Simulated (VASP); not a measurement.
A run of VASP 6.6.1 is set up as follows.

Contents of INCAR:

```
  PREC = Accurate
  ENCUT = 520
  EDIFF = 1E-6
  ISMEAR = 0
  SIGMA = 0.1
  LREAL = False
  LASPH = True
  NELM = 60
  ALGO = Fast
  ISIF = 2
  LWAVE = False
  LCHARG = False
  GGA = PE
  NBANDS = 23
```

File KPOINTS:

```
regular mesh
0
Gamma
  4 4 4
```

Contents of POSCAR:

```
ScAl4As
1.0
    0.0000000000      3.8829763000      3.8829763000
    3.8829763000      0.0000000000      3.8829763000
    3.8829763000      3.8829763000      0.0000000000
Sc Al As
1 4 1
Direct
    0.7500000000      0.7500000000      0.7500000000
    0.8750000000      0.3750000000      0.3750000000
    0.3750000000      0.3750000000      0.3750000000
    0.3750000000      0.8750000000      0.3750000000
    0.3750000000      0.3750000000      0.8750000000
    0.0000000000      0.0000000000      0.0000000000
```

Potentials or basis: VASP PAW PBE potentials, release 64 (Sc_sv, Al, As).

Launch:

```console
$ cat potpaw_PBE.64/Sc_sv/POTCAR potpaw_PBE.64/Al/POTCAR potpaw_PBE.64/As/POTCAR > POTCAR
$ mpirun -np 1 vasp_std > vasp.out
```

(1) Estimate the band gap on the k mesh.

(2) Predict the pressure.

## Answers

(1) zero (band 14 reaches 6.39 eV, above the bottom of band 15 at 5.00 eV).

(2) -4.9 GPa.
